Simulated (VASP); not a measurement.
## BN: single point with PBE

BN:

```
B N
1.0
     2.56242    0.00000    0.00000
    -1.28121    2.21912    0.00000
     0.00000    0.00000    8.45573
B N
2 2
Direct
  0.33333 0.66667 0.25000
  0.66667 0.33333 0.75000
  0.33333 0.66667 0.75000
  0.66667 0.33333 0.25000
```

This cell differs from its parent crystal: biaxial strain in the a-b plane: +2.0 %, then relaxed in part.

```yaml
Program: VASP 6.6.1
Task: single point
Functional: PBE
Potentials_or_basis: VASP PAW PBE potentials, release 64 (B, N)
Cutoff: 520 eV
k_mesh: 12 × 12 × 4
Occupations: gaussian, width 0.02 eV
Spin: no spin polarisation
```

```
Pressure               : -10.1 GPa
Band gap on the k mesh : 4.40 eV, indirect (least direct gap 4.50 eV)
```

Stress tensor (GPa, compression positive):
```
-15.10   0.00   0.00
  0.00 -15.10   0.00
  0.00   0.00  -0.10
```

Levels at points of the mesh, in eV from the valence-band top:
| k point | band 4 | band 5 | band 6 | band 7 | band 8 | band 9 | band 10 | band 11 | band 12 | band 13 |
| --- | --- | --- | --- | --- | --- | --- | --- | --- | --- | --- |
| (0.00, 0.00, 0.00) | -4.61 | -1.41 | -1.41 | -1.41 | -1.41 | 4.40 | 7.65 | 9.44 | 11.02 | 11.02 |
| (0.50, 0.00, 0.00) | -8.61 | -4.03 | -4.03 | -0.95 | -0.73 | 4.47 | 4.87 | 8.89 | 9.24 | 11.85 |
| (0.00, 0.00, 0.50) | -4.91 | -1.41 | -1.41 | -1.41 | -1.41 | 5.63 | 5.63 | 10.93 | 10.93 | 11.03 |
| (0.50, 0.00, 0.50) | -8.62 | -4.03 | -4.03 | -0.84 | -0.84 | 4.65 | 4.65 | 9.10 | 9.10 | 12.36 |

Run time: 24 s on 1 thread of Intel(R) Xeon(R) Platinum 8559C (Emerald Rapids) (shared host), peak memory 0.18 GiB.

Caveat: the cell differs from its parent crystal (biaxial strain in the a-b plane: +2.0 %, then relaxed in part); this functional lacks dispersion, which binds the layers, so the pressure and a relaxed spacing across them are unreliable. A k mesh can miss the band edges.
